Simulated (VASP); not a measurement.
# LiSe4 in VASP: a series of runs

LiSe4 is run at these levels: PBE; tasks: single point, relaxation of cell and atoms.

All numbers are computed with VASP 6.6.1; they aren't measurements. Logs are shortened: lines on timing, memory, paths and dates and some standing lists are left out, and cuts for length are marked.

## 1. The cell of the first run

The typed cell holds 10 atoms: a = 3.831 Å, b = 7.663 Å, c = 8.834 Å, α = 90.00°, β = 90.00°, γ = 90.01°.

## 2. Single point, PBE

File INCAR:

```
PREC     = Accurate       # precision mode
ENCUT    = 520            # plane-wave cutoff, eV
EDIFF    = 1E-6           # SCF threshold, eV
ISMEAR   = 0              # smearing method
SIGMA    = 0.2            # smearing width, eV
LREAL    = F              # projectors in reciprocal space
LASPH    = T              # aspherical terms in the spheres
NELM     = 100            # most SCF steps
ALGO     = Normal         # electronic algorithm
ISIF     = 2              # what is computed and relaxed
LWAVE    = F              # write WAVECAR
LCHARG   = F              # write CHGCAR
GGA      = PE             # functional
NBANDS   = 38             # bands
```

File KPOINTS:

```
Automatic mesh
0
Gamma
  6 4 4
```

File POSCAR:

```
LiSe4
1.0
    2.7090449786     -2.7093441330      0.0000000000
    5.4180899572      5.4186882660      0.0000000000
    0.0000000000      0.0000000000      8.8340957073
Li Se
2 8
Direct
    0.5000000000      0.2500000000      0.5000000000
    0.5000000000      0.7500000000      0.5000000000
    0.5000000000      0.0000000000      0.2630935645
    0.5000000000      0.5000000000      0.2630935645
    0.5000000000      0.0000000000      0.7369064355
    0.5000000000      0.5000000000      0.7369064355
    0.0000000000      0.2500000000      0.2630935645
    0.0000000000      0.7500000000      0.2630935645
    0.0000000000      0.2500000000      0.7369064355
    0.0000000000      0.7500000000      0.7369064355
```

Potentials or basis: VASP PAW PBE potentials, release 64 (Li_sv, Se).

Command:

```
cat potpaw_PBE.64/Li_sv/POTCAR potpaw_PBE.64/Se/POTCAR > POTCAR
mpirun -np 1 vasp_std > vasp.out
```

OUTCAR:

```text
PREC = Accurate
   ENCUT = 520
   EDIFF = 1E-6
   ISMEAR = 0
   LREAL = F
   LASPH = T
   NELM = 100
   ISIF = 2
   GGA = PE

 ion  position               nearest neighbor table
   1  0.500  0.250  0.500-
   2  0.500  0.750  0.500-
   3  0.500  0.000  0.263-   7 2.71   8 2.71   7 2.71   8 2.71
   4  0.500  0.500  0.263-   8 2.71   7 2.71   7 2.71   8 2.71
   5  0.500  0.000  0.737-   9 2.71  10 2.71   9 2.71  10 2.71
   6  0.500  0.500  0.737-  10 2.71   9 2.71   9 2.71  10 2.71
   7  0.000  0.250  0.263-   4 2.71   3 2.71   3 2.71   4 2.71
   8  0.000  0.750  0.263-   3 2.71   4 2.71   3 2.71   4 2.71
   9  0.000  0.250  0.737-   6 2.71   5 2.71   5 2.71   6 2.71
  10  0.000  0.750  0.737-   5 2.71   6 2.71   5 2.71   6 2.71

  LATTYP: Found a simple monoclinic cell.
 ALAT       =     3.8313796898
 B/A-ratio  =     2.3057218085
 C/A-ratio  =     2.0000000000
 COS(beta)  =    -0.0001104219

  Lattice vectors:

 A1 = (   2.7090449786,  -2.7093441330,   0.0000000000)
 A2 = (   0.0000000000,   0.0000000000,  -8.8340957073)
 A3 = (   5.4180899572,   5.4186882660,   0.0000000000)

Analysis of symmetry for initial positions (statically):
=====================================================================
 Subroutine PRICEL returns following result:

  LATTYP: Found a base centered orthorhombic cell.
 ALAT       =     5.4180899572
 B/A-ratio  =     1.0001104280
 C/A-ratio  =     1.6304815492

  Lattice vectors:

 A1 = (   2.7090449786,  -2.7093441330,   0.0000000000)
 A2 = (   2.7090449786,   2.7093441330,   0.0000000000)
 A3 = (   0.0000000000,   0.0000000000,   8.8340957073)

   2 primitive cells build up your supercell.

 Routine SETGRP: Setting up the symmetry group for a
 simple monoclinic supercell.

 Subroutine GETGRP returns: Found  4 space group operations
 (whereof  4 operations were pure point group operations)
 out of a pool of  4 trial point group operations.

The static configuration has the point symmetry C_2h.

Analysis of symmetry for dynamics (positions and initial velocities):
=====================================================================
 Subroutine PRICEL returns following result:

  LATTYP: Found a base centered orthorhombic cell.
 ALAT       =     5.4180899572
[... 121 lines left out ...]
   LASPH  =      T    aspherical Exc in radial PAW
   ENCUT  =  520.0 eV  38.22 Ry    6.18 a.u.   7.12 14.25 16.43*2*pi/ulx,y,z
   NELM   =    100;   NELMIN=  2; NELMDL= -5     # of ELM steps
   EDIFF  = 0.1E-05   stopping-criterion for ELM
   LREAL  =      F    real-space projection
   EDIFFG = 0.1E-04   stopping-criterion for IOM
   NSW    =      0    number of steps for IOM
   IBRION =     -1    ionic relax: 0-MD 1-quasi-New 2-CG
   NFREE  =      0    steps in history (QN), initial steepest desc. (CG)
   ISIF   =      2    stress and relaxation
   ISYM   =      2    0-nonsym 1-usesym 2-fastsym
   POTIM  = 0.5000    time-step for ionic-motion
   TEBEG  =    0.0;   TEEND  =   0.0 temperature during run
   PSTRESS=    0.0 pullay stress
   NELECT =      54.0000    total number of electrons
   NUPDOWN=      -1.0000    fix difference up-down
   EMIN   =  10.00;   EMAX   =-10.00  energy-range for DOS
   EFERMI =   0.00;   METHOD = LEGACY
   ISMEAR =     0;   SIGMA  =   0.20  broadening in eV -4-tet -1-fermi 0-gaus
   EFERMI_NEDOS =   21; number of points for ismear=-14 and -15
   IALGO  =     38    algorithm
   IMIX   =      4    mixing-type and parameters
     AMIX     =   0.40;   BMIX     =  1.00
     AMIX_MAG =   1.60;   BMIX_MAG =  1.00
  volume/ion in A,a.u.               =      25.94       175.02
  Fermi-wavevector in a.u.,A,eV,Ry     =   0.970298  1.833598 12.809596  0.941479
  Thomas-Fermi vector in A             =   2.100422
   LORBIT       =      0    0 simple, 1 ext, 2 COOP (PROOUT), +10 PAW based schemes
   GGA     = PE    functional components
   LHFCALC =     F    Hartree Fock is set to
   AEXX    =    0.0000 exact exchange contribution
   IVDW    =     0    specifies the selected vdW correction
   LEPSILON=     F    determine dielectric tensor
   LRPA    =     F    only Hartree local field effects (RPA)
 non-spin polarized calculation
 Gauss-broadening in eV      SIGMA  =   0.20
  energy-cutoff  :      520.00
  volume of cell :      259.36
 maximum number of plane-waves:      7036
   NGX = 15   NGY = 29   NGZ = 33

 number of electron      54.0000031 magnetization

 Free energy of the ion-electron system (eV)
  ---------------------------------------------------
  ext. energy  EPLUGINS =         0.00000000
  ---------------------------------------------------
  free energy    TOTEN  =       -34.29722068 eV

  energy without entropy =      -34.18818094  energy(sigma->0) =      -34.24270081

 E-fermi :   2.1223     XC(G=0):  -8.3206

 val. band max:        2.1125430319   @ k =   0.0000   0.2500   0.0000
 cond. band min:       2.1340229103   @ k =   0.1667   0.5000   0.0000
 fundamental gap:      0.0214798784
 Fermi energy:         2.1222823905

 k-point     1 :       0.0000    0.0000    0.0000
  band No.  band energies     occupation
      1     -44.0615      2.00000
      2     -44.0612      2.00000
      3     -13.1684      2.00000
      4     -13.0891      2.00000
      5     -11.1635      2.00000
      6     -11.1427      2.00000
[... 973 lines left out ...]
     37       7.3766      0.00000
     38       7.4578      0.00000

 [... further k-points ...]
[... 5 lines left out ...]
  --------------------------------------------------------------------------------------
  -------------------------------------------------------------------------------------
  Total       -0.3457184     -0.3604102     -0.0972334     -2.1022943      0.0000000      0.0000000
  in kB       -2.1356527     -2.2264101     -0.6006530    -12.9867842      0.0000000      0.0000000
  external PRESSURE =      -1.6542386 kB  Pullay stress =       0.0000000 kB

 VOLUME and BASIS-vectors are now :
 -----------------------------------------------------------------------------
  energy-cutoff  :      520.00
  volume of cell :      259.36
      direct lattice vectors                 reciprocal lattice vectors
     2.709044979 -2.709344133  0.000000000     0.184566888 -0.184546508  0.000000000
     5.418089957  5.418688266  0.000000000     0.092283444  0.092273254  0.000000000
     0.000000000  0.000000000  8.834095707     0.000000000  0.000000000  0.113197777

 POSITION                                       TOTAL-FORCE (eV/Angst)
 -----------------------------------------------------------------------------------
      2.70904      0.00000      4.41705         0.000000     -0.000000     -0.000000
      5.41809      2.70934      4.41705         0.000000     -0.000000     -0.000000
      1.35452     -1.35467      2.32419        -0.000000      0.000000     -0.011542
      4.06357      1.35467      2.32419        -0.000000     -0.000000     -0.011542
      1.35452     -1.35467      6.50990         0.000000     -0.000000      0.011542
      4.06357      1.35467      6.50990        -0.000000     -0.000000      0.011542
      1.35452      1.35467      2.32419         0.000000      0.000000      0.012218
      4.06357      4.06402      2.32419         0.000000      0.000000      0.012218
      1.35452      1.35467      6.50990         0.000000      0.000000     -0.012218
      4.06357      4.06402      6.50990         0.000000      0.000000     -0.012218
 -----------------------------------------------------------------------------------
    total drift:                                0.000000     -0.000000      0.000000

  FREE ENERGIE OF THE ION-ELECTRON SYSTEM (eV)
  ---------------------------------------------------
  free  energy   TOTEN  =       -34.2972206759 eV

  energy  without entropy=      -34.1881809410  energy(sigma->0) =      -34.24270081
```

OSZICAR:

```text
N       E                     dE             d eps       ncg     rms          rms(c)
DAV:   1     0.340995402080E+03    0.34100E+03   -0.21651E+04  3192   0.125E+03
DAV:   2     0.518123298844E+01   -0.33581E+03   -0.32270E+03  4034   0.240E+02
DAV:   3    -0.316996495001E+02   -0.36881E+02   -0.36451E+02  4672   0.779E+01
DAV:   4    -0.343089059523E+02   -0.26093E+01   -0.25857E+01  5548   0.178E+01
DAV:   5    -0.346827765477E+02   -0.37387E+00   -0.37373E+00  4834   0.363E+00    0.962E+00
DAV:   6    -0.343486555562E+02    0.33412E+00   -0.51983E-01  3790   0.263E+00    0.573E+00
DAV:   7    -0.342991911860E+02    0.49464E-01   -0.56112E-01  3670   0.262E+00    0.721E-01
DAV:   8    -0.342961792756E+02    0.30119E-02   -0.79088E-02  3694   0.111E+00    0.332E-01
DAV:   9    -0.342970401321E+02   -0.86086E-03   -0.37369E-03  4804   0.241E-01    0.904E-02
DAV:  10    -0.342971002190E+02   -0.60087E-04   -0.13198E-03  3844   0.140E-01    0.280E-02
DAV:  11    -0.342972066406E+02   -0.10642E-03   -0.17479E-04  3912   0.530E-02    0.203E-02
DAV:  12    -0.342972212734E+02   -0.14633E-04   -0.33105E-05  3960   0.246E-02    0.181E-02
DAV:  13    -0.342972206759E+02    0.59751E-06   -0.44156E-06  3590   0.860E-03
   1 F= -.34297221E+02 E0= -.34242701E+02  d E =-.109040E+00
```

stdout:

```text
POSCAR found type information on POSCAR LiSe
 POSCAR found :  2 types and      10 ions
 scaLAPACK will be used
 LDA part: xc-table for (Slater+PW92), standard interpolation
 POSCAR, INCAR and KPOINTS ok, starting setup
 FFT: planning ... GRIDC
 FFT: planning ... GRID_SOFT
 FFT: planning ... GRID
 WAVECAR not read
 entering main loop
```

It took 3.4 min on 1 thread of Intel Xeon 6975P-C (Granite Rapids), shared host; peak memory 0.5 GiB.

What came out:

| Quantity | Value |
| --- | --- |
| Free energy | -34.2972 eV |
| Largest force | 0.012 eV/Å |
| Band gap on the k mesh | zero (bands 27 and 28 overlap by 3.79 eV) |

Forces in eV/Å, atoms in the order of the input:
```
Li   0.000  0.000  0.000
Li   0.000  0.000  0.000
Se   0.000  0.000 -0.012
Se   0.000  0.000 -0.012
Se   0.000  0.000  0.012
Se   0.000  0.000  0.012
Se   0.000  0.000  0.012
Se   0.000  0.000  0.012
Se   0.000  0.000 -0.012
Se   0.000  0.000 -0.012
```

Levels at points of the mesh, in eV from the Fermi level:
```
           k point  band 23  band 24  band 25  band 26  band 27  band 28  band 29  band 30  band 31  band 32
(0.00, 0.00, 0.00)    -1.69    -1.53    -1.47    -1.35    -1.27    -1.16     0.33     1.03     3.07     3.11
(0.50, 0.00, 0.00)    -1.68    -1.53    -1.47    -1.35    -1.28    -1.16    -1.08    -1.07     4.08     4.19
(0.00, 0.50, 0.00)    -0.78    -0.78     0.16     0.16     0.92     0.92     1.03     1.03     1.28     1.28
(0.50, 0.50, 0.00)    -1.41    -1.41    -1.31    -1.31     2.44     2.44     2.53     2.53     2.61     2.61
(0.00, 0.00, 0.50)    -1.76    -1.71    -1.43    -1.43    -1.25    -1.18     0.47     0.86     3.12     3.13
(0.50, 0.00, 0.50)    -1.75    -1.70    -1.44    -1.44    -1.33    -1.33    -1.25    -1.18     4.52     4.60
(0.00, 0.50, 0.50)    -0.60    -0.60    -0.07    -0.07     0.94     0.94     1.01     1.01     1.31     1.31
(0.50, 0.50, 0.50)    -1.70    -1.70    -1.61    -1.61     2.46     2.46     2.52     2.52     2.62     2.62
```

Caveat: the cutoff is under 1.25 times the usual one of these potentials, so pressure, stress and relaxed cells hold a basis-set (Pulay) error.

## 3. Relaxation of cell and atoms, PBE

This run uses another cell than the first one: it holds 5 atoms, not 10.

File INCAR:

```
  PREC = Accurate
  ENCUT = 600
  EDIFF = 1E-7
  ISMEAR = 0
  SIGMA = 0.1
  LREAL = False
  LASPH = True
  NELM = 60
  ALGO = Normal
  ISIF = 3
  LWAVE = False
  LCHARG = False
  GGA = PE
  IBRION = 2
  NSW = 100
  EDIFFG = -0.01
```

File KPOINTS:

```
Automatic mesh
0
Gamma
  10 10 4
```

File POSCAR:

```
LiSe4
1.0
    2.7090449786     -2.7093441330      0.0000000000
    2.7090449786      2.7093441330      0.0000000000
    0.0000000000      0.0000000000      8.8340957073
Li Se
1 4
Direct
    0.5000000000      0.5000000000      0.5000000000
    0.5000000000      0.0000000000      0.2630935645
    0.5000000000      0.0000000000      0.7369064355
    0.0000000000      0.5000000000      0.2630935645
    0.0000000000      0.5000000000      0.7369064355
```

Potentials or basis: VASP PAW PBE potentials, release 64 (Li_sv, Se).

Command:

```
cat potpaw_PBE.64/Li_sv/POTCAR potpaw_PBE.64/Se/POTCAR > POTCAR
mpirun -np 1 vasp_std > vasp.out
```

Run time: 2 min. Hardware: 1 thread of Intel Xeon 6975P-C (Granite Rapids), shared host; peak memory 0.4 GiB.

The run converged. Its results:

```
Free energy             : -17.1645 eV
Pressure after relaxing : 0.0 GPa
```

Forces in eV/Å, atoms in the order of the input:
```
Li   0.000  0.000  0.000
Se   0.000  0.000 -0.003
Se   0.000  0.000  0.003
Se   0.000  0.000 -0.003
Se   0.000  0.000  0.003
```

Final structure:
```
Li Se
1.0
     2.70904   -2.70934    0.00000
     2.70904    2.70934    0.00000
     0.00000    0.00000    8.83410
Li Se
1 4
Direct
  0.50000 0.50000 0.50000
  0.50000 0.00000 0.26309
  0.50000 0.00000 0.73691
  0.00000 0.50000 0.26309
  0.00000 0.50000 0.73691
```

Levels at points of the mesh, in eV from the Fermi level:
```csv
k point,band 11,band 12,band 13,band 14,band 15,band 16
"(0.00, 0.00, 0.00)",-3.48,0.37,1.07,3.11,3.17,3.17
"(0.50, 0.00, 0.00)",-1.72,-1.64,-1.49,-1.41,-1.30,-1.23
"(0.50, 0.50, 0.00)",-2.14,-1.04,-1.04,4.12,4.22,4.91
"(0.00, 0.00, 0.50)",-3.86,0.51,0.90,3.18,3.18,3.25
"(0.50, 0.00, 0.50)",-1.79,-1.71,-1.65,-1.38,-1.38,-1.20
"(0.50, 0.50, 0.50)",-1.96,-1.29,-1.29,4.56,4.63,4.68
```

Caveat: the cutoff is under 1.25 times the usual one of these potentials, so pressure, stress and relaxed cells hold a basis-set (Pulay) error; the relaxation stopped at its first step, so nothing moved; the highest band is partly filled, so the run has too few bands.

The gap in the log of VASP goes by the Fermi energy; the results here count the filled bands.